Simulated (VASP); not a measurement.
A run of VASP 6.6.1 is set up as follows.

INCAR

```
SYSTEM = H4RuCl
PREC = Accurate ; ENCUT = 520
EDIFF = 1E-6 ; ISMEAR = 0
SIGMA = 0.1 ; LREAL = .False.
LASPH = .True. ; NELM = 150
ALGO = Normal ; ISIF = 2
LWAVE = .False. ; LCHARG = .False.
ISPIN = 2 ; MAGMOM = 0 0 0 0 1 0
LORBIT = 11 ; LMAXMIX = 4
GGA = PE ; NBANDS = 26
```

The input KPOINTS:

```
Automatic mesh
0
Gamma
  6 6 4
  0 0 0
```

Contents of POSCAR:

```
H4RuCl
1.0
    3.5777422425      0.0000000000      0.0000000000
    0.0000000000      3.5777422425      0.0000000000
    0.0000000000      0.0000000000      4.5065161598
H Ru Cl
4 1 1
Direct
    0.5000000000      0.0000000000      0.0000000000
    0.0000000000      0.5000000000      0.0000000000
    0.0000000000      0.0000000000      0.4075603752
    0.0000000000      0.0000000000      0.5924396248
    0.0000000000      0.0000000000      0.0000000000
    0.5000000000      0.5000000000      0.5000000000
```

Potentials or basis: VASP PAW PBE potentials, release 64 (H, Ru_pv, Cl).

Launch:

```sh
$ cat potpaw_PBE.64/H/POTCAR potpaw_PBE.64/Ru_pv/POTCAR potpaw_PBE.64/Cl/POTCAR > POTCAR
$ mpirun -np 1 vasp_std > vasp.out
```

**Question.** What does it give for the pressure?

**Answer.** -0.2 GPa.

**Question.** Predict the net moment.

**Answer.** 2.20 μB per cell.

**Question.** Predict the site moments.

**Answer.** H -0.00, +0.01; Ru +1.63; Cl +0.38 μB.
